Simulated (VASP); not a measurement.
# LiF (Fm-3m) in VASP: further runs

LiF is run at these levels: r2SCAN, PBE0; tasks: relaxation of the atoms, single point.

Everything below comes from runs of VASP 6.6.1. Logs are shortened: lines on timing, memory, paths and dates and some standing lists are left out, and cuts for length are marked.

**1. The cell of the first run**

It takes space group Fm-3m (No. 225, cubic). Conventional cell: a = 4.016 Å, b = 4.016 Å, c = 4.016 Å, α = 90.00°, β = 90.00°, γ = 90.00°. Li (site symmetry m-3m) has 6 F at 2.01 Å within 2.7 Å. Within 2.7 Å of F (site symmetry m-3m) lie 6 Li at 2.01 Å.

**2. Relaxation of the atoms, r2SCAN**

File POSCAR:

```
LiF
1.0
    0.0000000000      2.0078527600      2.0078527600
    2.0078527600      0.0000000000      2.0078527600
    2.0078527600      2.0078527600      0.0000000000
Li F
1 1
Direct
    0.0000000000      0.0000000000      0.0000000000
    0.5000000000      0.5000000000      0.5000000000
```

File INCAR.step1:

```
SYSTEM = LiF
PREC = Accurate
ENCUT = 520
ISMEAR = -1
SIGMA = 0.02
LREAL = .FALSE.
LASPH = .TRUE.
NELM = 60
GGA = PE
ALGO = Normal
EDIFF = 1E-4
LWAVE = .TRUE.
LCHARG = .FALSE.
```

File INCAR.step2:

```
SYSTEM = LiF
PREC = Accurate
ENCUT = 520
EDIFF = 1E-6
ISMEAR = -1
SIGMA = 0.02
LREAL = .FALSE.
LASPH = .TRUE.
NELM = 60
ALGO = Normal
ISIF = 2
LWAVE = .FALSE.
LCHARG = .FALSE.
METAGGA = R2SCAN
LMIXTAU = .TRUE.
IBRION = 2
NSW = 50
EDIFFG = -0.01
ISTART = 1
```

File KPOINTS:

```
Automatic mesh
0
G
  12 12 12
  0 0 0
```

Potentials or basis: VASP PAW PBE potentials, release 64 (Li_sv, F).

Launch:

```
$ cat potpaw_PBE.64/Li_sv/POTCAR potpaw_PBE.64/F/POTCAR > POTCAR
$ cp INCAR.step1 INCAR
$ mpirun -np 1 vasp_std > vasp.out
$ cp INCAR.step2 INCAR
$ mpirun -np 1 vasp_std > vasp.out
```

OUTCAR:

```text
SYSTEM = LiF
   PREC = Accurate
   ENCUT = 520
   EDIFF = 1E-6
   ISMEAR = -1
   LREAL = .FALSE.
   LASPH = .TRUE.
   NELM = 60
   ISIF = 2
   METAGGA = R2SCAN
   IBRION = 2
   NSW = 50
   EDIFFG = -0.01
   ISTART = 1

 ion  position               nearest neighbor table
   1  0.000  0.000  0.000-   2 2.01   2 2.01   2 2.01   2 2.01   2 2.01   2 2.01
   2  0.500  0.500  0.500-   1 2.01   1 2.01   1 2.01   1 2.01   1 2.01   1 2.01

  LATTYP: Found a face centered cubic cell.
 ALAT       =     4.0157055200

  Lattice vectors:

 A1 = (   0.0000000000,   2.0078527600,   2.0078527600)
 A2 = (   2.0078527600,   0.0000000000,   2.0078527600)
 A3 = (   2.0078527600,   2.0078527600,   0.0000000000)

Analysis of symmetry for initial positions (statically):
=====================================================================
 Subroutine PRICEL returns:
 Original cell was already a primitive cell.

 Routine SETGRP: Setting up the symmetry group for a
 face centered cubic supercell.

 Subroutine GETGRP returns: Found 48 space group operations
 (whereof 48 operations were pure point group operations)
 out of a pool of 48 trial point group operations.

The static configuration has the point symmetry O_h .

Analysis of symmetry for dynamics (positions and initial velocities):
=====================================================================
 Subroutine PRICEL returns:
 Original cell was already a primitive cell.

 Routine SETGRP: Setting up the symmetry group for a
 face centered cubic supercell.

 Subroutine GETGRP returns: Found 48 space group operations
 (whereof 48 operations were pure point group operations)
 out of a pool of 48 trial point group operations.

The dynamic configuration has the point symmetry O_h .

 Subroutine INISYM returns: Found 48 space group operations
 (whereof 48 operations are pure point group operations),
 and found     1 'primitive' translations

----------------------------------------------------------------------------------------

                                     Primitive cell

  volume of cell :      16.1892

  direct lattice vectors                    reciprocal lattice vectors
     0.000000000  2.007852760  2.007852760    -0.249022244  0.249022244  0.249022244
     2.007852760  0.000000000  2.007852760     0.249022244 -0.249022244  0.249022244
     2.007852760  2.007852760  0.000000000     0.249022244  0.249022244 -0.249022244

  length of vectors
     2.839532604  2.839532604  2.839532604     0.431319179  0.431319179  0.431319179

  position of ions in fractional coordinates (direct lattice)
     0.000000000  0.000000000  0.000000000
     0.500000000  0.500000000  0.500000000

  ion indices of the primitive-cell ions
   primitive index   ion index
                 1           1
                 2           2

----------------------------------------------------------------------------------------

 KPOINTS: Automatic mesh

Automatic generation of k-mesh.
 Grid dimensions read from file:
 generate k-points for:   12   12   12

 Generating k-lattice:

  Cartesian coordinates                     Fractional coordinates (reciprocal lattice)
    -0.020751854  0.020751854  0.020751854     0.083333333  0.000000000  0.000000000
     0.020751854 -0.020751854  0.020751854     0.000000000  0.083333333  0.000000000
     0.020751854  0.020751854 -0.020751854     0.000000000  0.000000000  0.083333333

  Length of vectors
     0.035943265  0.035943265  0.035943265

  Shift w.r.t. Gamma in fractional coordinates (k-lattice)
     0.000000000  0.000000000  0.000000000

 Subroutine IBZKPT returns following result:
 ===========================================

 Found     72 irreducible k-points:

 Following reciprocal coordinates:
            Coordinates               Weight
  0.000000  0.000000  0.000000      1.000000
  0.083333  0.000000  0.000000      8.000000
  0.166667  0.000000  0.000000      8.000000
  0.250000  0.000000  0.000000      8.000000
  0.333333  0.000000  0.000000      8.000000
  0.416667  0.000000  0.000000      8.000000
[... 16 lines left out ...]
  0.500000  0.166667  0.000000     24.000000
 -0.416667  0.166667  0.000000     24.000000
 [... further k-points ...]
   k-points           NKPTS =     72   k-points in BZ     NKDIM =     72   number of bands    NBANDS=      9
   number of dos      NEDOS =    301   number of ions     NIONS =      2
   total plane-waves  NPLWV =  13824
   dimension x,y,z NGX =    24 NGY =   24 NGZ =   24
   dimension x,y,z NGXF=    48 NGYF=   48 NGZF=   48
   ions per type =               1   1
   NGX,Y,Z   is equivalent  to a cutoff of  14.05, 14.05, 14.05 a.u.
   NGXF,Y,Z  is equivalent  to a cutoff of  28.10, 28.10, 28.10 a.u.
 SYSTEM =  LiF
   PREC   = accura    normal or accurate (medium, high low for compatibility)
   ISTART =      1    job   : 0-new  1-cont  2-samecut
   ICHARG =      0    charge: 1-file 2-atom 10-const
   ISPIN  =      1    spin polarized calculation?
[... 30 lines left out ...]
   METAGGA = R2SCAN    functional components
   LHFCALC =     F    Hartree Fock is set to
   AEXX    =    0.0000 exact exchange contribution
   IVDW    =     0    specifies the selected vdW correction
   LEPSILON=     F    determine dielectric tensor
   LRPA    =     F    only Hartree local field effects (RPA)
 conjugate gradient relaxation of ions
 non-spin polarized calculation
  energy-cutoff  :      520.00
  volume of cell :       16.19
 maximum number of plane-waves:       448
 NGX is ok and might be reduce to    24
   NGX = 11   NGY = 11   NGZ = 11

 number of electron       9.9999993 magnetization

 Free energy of the ion-electron system (eV)
  ---------------------------------------------------
  ext. energy  EPLUGINS =         0.00000000
  ---------------------------------------------------
  free energy    TOTEN  =       -11.90116634 eV

  energy without entropy =      -11.90116634  energy(sigma->0) =      -11.90116634

 E-fermi :  -1.1126     XC(G=0): -10.5918

 val. band max:       -1.5827381487   @ k =   0.0000   0.0000   0.0000
 cond. band min:       8.7846627216   @ k =   0.0000   0.0000   0.0000
 fundamental gap:     10.3674008703
 Fermi energy:        -1.1125729414

 k-point     1 :       0.0000    0.0000    0.0000
  band No.  band energies     occupation
      1     -43.6357      2.00000
      2     -22.7034      2.00000
      3      -1.5827      2.00000
      4      -1.5827      2.00000
      5      -1.5827      2.00000
      6       8.7847      0.00000
      7      23.9910      0.00000
      8      23.9910      0.00000
      9      23.9911      0.00000

 k-point     2 :       0.0833    0.0000    0.0000
  band No.  band energies     occupation
      1     -43.6319      2.00000
      2     -22.6776      2.00000
      3      -1.7821      2.00000
      4      -1.6001      2.00000
      5      -1.6001      2.00000
      6       8.9805      0.00000
      7      21.6614      0.00000
      8      23.1657      0.00000
      9      23.1661      0.00000

 k-point     3 :       0.1667    0.0000    0.0000
  band No.  band energies     occupation
      1     -43.6211      2.00000
      2     -22.6045      2.00000
      3      -2.2957      2.00000
      4      -1.6467      2.00000
      5      -1.6467      2.00000
      6       9.4680      0.00000
      7      19.3493      0.00000
      8      21.8903      0.00000
      9      21.8908      0.00000

 k-point     4 :       0.2500    0.0000    0.0000
  band No.  band energies     occupation
      1     -43.6063      2.00000
      2     -22.5014      2.00000
      3      -2.9405      2.00000
      4      -1.7088      2.00000
      5      -1.7088      2.00000
      6       9.9816      0.00000
      7      17.7434      0.00000
      8      20.6792      0.00000
      9      20.6797      0.00000
[... 205 lines left out ...]
 k-point    22 :       0.4167    0.1667    0.0000
  band No.  band energies     occupation
      1     -43.5805      2.00000
      2     -22.2796      2.00000
      3      -3.7126      2.00000
      4      -2.2459      2.00000
      5      -2.0639      2.00000
      6      11.3813      0.00000
      7      16.2137      0.00000
      8      19.3241      0.00000
      9      19.7330      0.00000

 k-point    23 :       0.5000    0.1667    0.0000
  band No.  band energies     occupation
      1     -43.5730      2.00000
      2     -22.2197      2.00000
      3      -3.9609      2.00000
      4      -2.4119      2.00000
      5      -2.0327      2.00000
      6      11.4573      0.00000
      7      15.9242      0.00000
      8      19.1731      0.00000
      9      19.3400      0.00000

 k-point    24 :      -0.4167    0.1667    0.0000
  band No.  band energies     occupation
      1     -43.5720      2.00000
      2     -22.2140      2.00000
      3      -3.9628      2.00000
      4      -2.5225      2.00000
      5      -1.9511      2.00000
      6      11.4202      0.00000
      7      15.8023      0.00000
      8      19.2143      0.00000
      9      19.2810      0.00000

 [... further k-points ...]

------------------------ aborting loop because EDIFF is reached ----------------------------------------

  FORCE on cell =-STRESS in cart. coord.  units (eV):
  Direction    XX          YY          ZZ          XY          YZ          ZX
  --------------------------------------------------------------------------------------
  -------------------------------------------------------------------------------------
  Total       -0.2390436     -0.2390436     -0.2390436      0.0000000      0.0000000      0.0000000
  in kB      -23.6571317    -23.6571317    -23.6571317      0.0000000      0.0000000      0.0000000
  external PRESSURE =     -23.6571317 kB  Pullay stress =       0.0000000 kB

 VOLUME and BASIS-vectors are now :
 -----------------------------------------------------------------------------
  energy-cutoff  :      520.00
  volume of cell :       16.19
      direct lattice vectors                 reciprocal lattice vectors
     0.000000000  2.007852760  2.007852760    -0.249022244  0.249022244  0.249022244
     2.007852760  0.000000000  2.007852760     0.249022244 -0.249022244  0.249022244
     2.007852760  2.007852760  0.000000000     0.249022244  0.249022244 -0.249022244

 POSITION                                       TOTAL-FORCE (eV/Angst)
 -----------------------------------------------------------------------------------
      0.00000      0.00000      0.00000         0.000000     -0.000000      0.000000
      2.00785      2.00785      2.00785        -0.000000      0.000000     -0.000000
 -----------------------------------------------------------------------------------
    total drift:                               -0.000000     -0.000000      0.000000

  FREE ENERGIE OF THE ION-ELECTRON SYSTEM (eV)
  ---------------------------------------------------
  free  energy   TOTEN  =       -11.9011663387 eV

  energy  without entropy=      -11.9011663387  energy(sigma->0) =      -11.90116634

 reached required accuracy - stopping structural energy minimisation
```

It took 51 s on 1 thread of Intel Xeon Platinum 8259CL at 2.50GHz (Skylake/Cascade Lake), shared host; peak memory 0.14 GiB.

Results:

```
Free energy            : -11.9012 eV
Band gap on the k mesh : 10.37 eV
```

Final structure:
```cif
data_structure
_symmetry_space_group_name_H-M 'P 1'
_symmetry_Int_Tables_number 1
_cell_length_a 2.8395
_cell_length_b 2.8395
_cell_length_c 2.8395
_cell_angle_alpha 60.000
_cell_angle_beta 60.000
_cell_angle_gamma 60.000
_cell_volume 16.19
loop_
_atom_site_label
_atom_site_type_symbol
_atom_site_fract_x
_atom_site_fract_y
_atom_site_fract_z
_atom_site_occupancy
Li1 Li 0.00000 0.00000 0.00000 1
F1 F 0.50000 0.50000 0.50000 1
```

Caveat: the cutoff is under 1.25 times the usual one of these potentials, so pressure, stress and relaxed cells hold a basis-set (Pulay) error; the relaxation stopped at its first step, so nothing moved; the PAW data sets were made with another functional, which shifts forces and pressure a little. A k mesh can miss the band edges.

**3. Relaxation of the atoms, r2SCAN**

This run uses another cell than the first one, of 8.25 Å³/atom.

File POSCAR:

```
LiF
1.0
    0.0000000000      2.0208911300      2.0208911300
    2.0208911300      0.0000000000      2.0208911300
    2.0208911300      2.0208911300      0.0000000000
Li F
1 1
Direct
    0.0000000000      0.0000000000      0.0000000000
    0.5000000000      0.5000000000      0.5000000000
```

File INCAR.step1:

```
  PREC = Accurate
  ENCUT = 520
  ISMEAR = -1
  SIGMA = 0.02
  LREAL = False
  LASPH = True
  NELM = 60
  GGA = PE
  ALGO = Normal
  EDIFF = 1E-4
  LWAVE = True
  LCHARG = False
```

File INCAR.step2:

```
  PREC = Accurate
  ENCUT = 520
  EDIFF = 1E-7
  ISMEAR = -1
  SIGMA = 0.02
  LREAL = False
  LASPH = True
  NELM = 60
  ALGO = Normal
  ISIF = 2
  LWAVE = False
  LCHARG = False
  METAGGA = R2SCAN
  LMIXTAU = True
  IBRION = 2
  NSW = 50
  EDIFFG = -0.01
  ISTART = 1
```

File KPOINTS:

```
Automatic mesh
0
Gamma
  12 12 12
```

Potentials or basis: VASP PAW PBE potentials, release 64 (Li_sv, F).

Launch:

```
$ cat potpaw_PBE.64/Li_sv/POTCAR potpaw_PBE.64/F/POTCAR > POTCAR
$ cp INCAR.step1 INCAR
$ mpirun -np 1 vasp_std > vasp.out
$ cp INCAR.step2 INCAR
$ mpirun -np 1 vasp_std > vasp.out
```

Run time: 41 s. Hardware: 1 thread of Intel Xeon Platinum 8259CL at 2.50GHz (Skylake/Cascade Lake), shared host; peak memory 0.14 GiB.

Results (log left out):

```yaml
Free_energy: -11.8962 eV
Band_gap_on_the_k_mesh: 10.16 eV
```

Final structure:
```cif
data_structure
_symmetry_space_group_name_H-M 'P 1'
_symmetry_Int_Tables_number 1
_cell_length_a 2.8580
_cell_length_b 2.8580
_cell_length_c 2.8580
_cell_angle_alpha 60.000
_cell_angle_beta 60.000
_cell_angle_gamma 60.000
_cell_volume 16.51
loop_
_atom_site_label
_atom_site_type_symbol
_atom_site_fract_x
_atom_site_fract_y
_atom_site_fract_z
_atom_site_occupancy
Li1 Li 0.00000 0.00000 0.00000 1
F1 F 0.50000 0.50000 0.50000 1
```

Levels at points of the mesh, in eV from the valence-band top:
```
           k point  band 3  band 4  band 5  band 6  band 7  band 8
(0.00, 0.00, 0.00)    0.00    0.00    0.00   10.16   25.38   25.38
(0.50, 0.00, 0.00)   -2.46   -0.24   -0.24   11.77   18.00   20.35
(0.50, 0.50, 0.00)   -2.96   -0.99   -0.99   15.95   17.39   18.97
```

Caveat: the cutoff is under 1.25 times the usual one of these potentials, so pressure, stress and relaxed cells hold a basis-set (Pulay) error; the relaxation stopped at its first step, so nothing moved; the PAW data sets were made with another functional, which shifts forces and pressure a little.

**4. Relaxation of the atoms, r2SCAN**

This run uses another cell than the first one, of 8.41 Å³/atom.

File POSCAR:

```
LiF
1.0
    0.0000000000      2.0337634000      2.0337634000
    2.0337634000      0.0000000000      2.0337634000
    2.0337634000      2.0337634000      0.0000000000
Li F
1 1
Direct
    0.0000000000      0.0000000000      0.0000000000
    0.5000000000      0.5000000000      0.5000000000
```

File INCAR.step1:

```
SYSTEM = LiF
  PREC = Accurate
  ENCUT = 520
  ISMEAR = -1
  SIGMA = 0.02
  LREAL = .False.
  LASPH = .True.
  NELM = 100
  GGA = PE
  ALGO = Normal
  EDIFF = 1E-4
  LWAVE = .True.
  LCHARG = .False.
```

File INCAR.step2:

```
SYSTEM = LiF
  PREC = Accurate
  ENCUT = 520
  EDIFF = 1E-7
  ISMEAR = -1
  SIGMA = 0.02
  LREAL = .False.
  LASPH = .True.
  NELM = 100
  ALGO = Normal
  ISIF = 2
  LWAVE = .False.
  LCHARG = .False.
  METAGGA = R2SCAN
  LMIXTAU = .True.
  IBRION = 2
  NSW = 50
  EDIFFG = -0.01
  ISTART = 1
```

File KPOINTS:

```
Automatic mesh
0
Gamma
  12 12 12
  0 0 0
```

Launch:

```
$ cat potpaw_PBE.64/Li_sv/POTCAR potpaw_PBE.64/F/POTCAR > POTCAR
$ cp INCAR.step1 INCAR
$ mpirun -np 1 vasp_std > vasp.out
$ cp INCAR.step2 INCAR
$ mpirun -np 1 vasp_std > vasp.out
```

Run time: 45 s. Hardware: 1 thread of Intel Xeon Platinum 8259CL at 2.50GHz (Skylake/Cascade Lake), shared host; peak memory 0.14 GiB.

The run converged. Its results:

```yaml
Free_energy: -11.8890 eV
Band_gap_on_the_k_mesh: 9.98 eV
```

Final structure:
```
CELL_PARAMETERS angstrom
0.00000 2.03376 2.03376
2.03376 0.00000 2.03376
2.03376 2.03376 0.00000
ATOMIC_POSITIONS crystal
Li 0.00000 0.00000 0.00000
F 0.50000 0.50000 0.50000
```

Levels at points of the mesh, in eV from the valence-band top:
| k point | band 3 | band 4 | band 5 | band 6 | band 7 | band 8 |
| --- | --- | --- | --- | --- | --- | --- |
| (0.00, 0.00, 0.00) | 0.00 | 0.00 | 0.00 | 9.98 | 25.18 | 25.18 |
| (0.50, 0.00, 0.00) | -2.40 | -0.23 | -0.23 | 11.66 | 17.76 | 20.18 |
| (0.50, 0.50, 0.00) | -2.88 | -0.96 | -0.96 | 15.76 | 17.29 | 18.72 |

Caveat: the cutoff is under 1.25 times the usual one of these potentials, so pressure, stress and relaxed cells hold a basis-set (Pulay) error; the relaxation stopped at its first step, so nothing moved; the PAW data sets were made with another functional, which shifts forces and pressure a little. r2SCAN opens gaps a little over a GGA but as a rule still falls short of measured ones.

**5. Single point, PBE0**

This run uses another cell than the first one, of 7.94 Å³/atom.

File POSCAR:

```
LiF
1.0
    0.0000000000      1.9946428200      1.9946428200
    1.9946428200      0.0000000000      1.9946428200
    1.9946428200      1.9946428200      0.0000000000
Li F
1 1
Direct
    0.0000000000      0.0000000000      0.0000000000
    0.5000000000      0.5000000000      0.5000000000
```

File INCAR.step1:

```
PREC = Accurate
ENCUT = 520
EDIFF = 1E-5
ISMEAR = -1
SIGMA = 0.02
LREAL = False
LASPH = True
NELM = 100
ALGO = Normal
ISIF = 2
LWAVE = True
LCHARG = False
GGA = PE
NBANDS = 12
```

File INCAR.step2:

```
PREC = Accurate
ENCUT = 520
EDIFF = 1E-6
ISMEAR = -1
SIGMA = 0.02
LREAL = False
LASPH = True
NELM = 100
ALGO = Normal
ISIF = 2
LWAVE = False
LCHARG = False
GGA = PE
LHFCALC = True
AEXX = 0.25
PRECFOCK = Normal
ISTART = 1
NBANDS = 12
```

File KPOINTS:

```
regular mesh
0
Gamma
  8 8 8
```

Launch:

```
$ cat potpaw_PBE.64/Li_sv/POTCAR potpaw_PBE.64/F/POTCAR > POTCAR
$ cp INCAR.step1 INCAR
$ mpirun -np 1 vasp_std > vasp.out
$ cp INCAR.step2 INCAR
$ mpirun -np 1 vasp_std > vasp.out
```

Run time: 13 min. Hardware: 1 thread of AMD EPYC 7R13 (Zen 3), shared host; peak memory 0.12 GiB.

It converged, with:

```
Free energy            : -11.9122 eV
Band gap on the k mesh : 12.43 eV
```

Levels at points of the mesh, in eV from the valence-band top:
| k point | band 2 | band 3 | band 4 | band 5 | band 6 | band 7 | band 8 | band 9 |
| --- | --- | --- | --- | --- | --- | --- | --- | --- |
| (0.00, 0.00, 0.00) | -21.66 | 0.00 | 0.00 | 0.00 | 12.43 | 27.81 | 27.81 | 27.81 |
| (0.50, 0.00, 0.00) | -21.18 | -2.77 | -0.26 | -0.26 | 14.04 | 20.55 | 22.43 | 22.43 |
| (0.50, 0.50, 0.00) | -20.89 | -3.28 | -1.11 | -1.11 | 18.48 | 19.67 | 21.14 | 24.10 |

Caveat: the cutoff is under 1.25 times the usual one of these potentials, so pressure, stress and relaxed cells hold a basis-set (Pulay) error; the PAW data sets were made with another functional, which shifts forces and pressure a little. A k mesh can miss the band edges.

**6. Overview**

| task | level | cell | k mesh | grid for exact exchange (PRECFOCK) | share of exact exchange | gap on the mesh (eV) |
| --- | --- | --- | --- | --- | --- | --- |
| relaxation of the atoms | r2SCAN | atoms relaxed from a = 2.840 Å, angles 60.0°, 2 atoms | 12 × 12 × 12 | - | - | 10.37 |
| relaxation of the atoms | r2SCAN | atoms relaxed from a = 2.858 Å, angles 60.0°, 2 atoms | 12 × 12 × 12 | - | - | 10.16 |
| relaxation of the atoms | r2SCAN | atoms relaxed from a = 2.876 Å, angles 60.0°, 2 atoms | 12 × 12 × 12 | - | - | 9.98 |
| single point | PBE0 | a = 2.821 Å, angles 60.0°, 2 atoms | 8 × 8 × 8 | Normal | 0.25 | 12.43 |

Alike in all rows: potentials or basis VASP PAW PBE potentials, release 64 (Li_sv, F); no spin polarisation; cutoff (eV) 520; smearing fermi-dirac 0.02 eV.

Caveats: the cutoff is under 1.25 times the usual one of these potentials, so pressure, stress and relaxed cells hold a basis-set (Pulay) error; the PAW data sets were made with another functional, which shifts forces and pressure a little; the relaxation stopped at its first step, so nothing moved (at least some runs).

Total energies depend on the potentials used, so only differences within one code and one set of settings carry meaning.
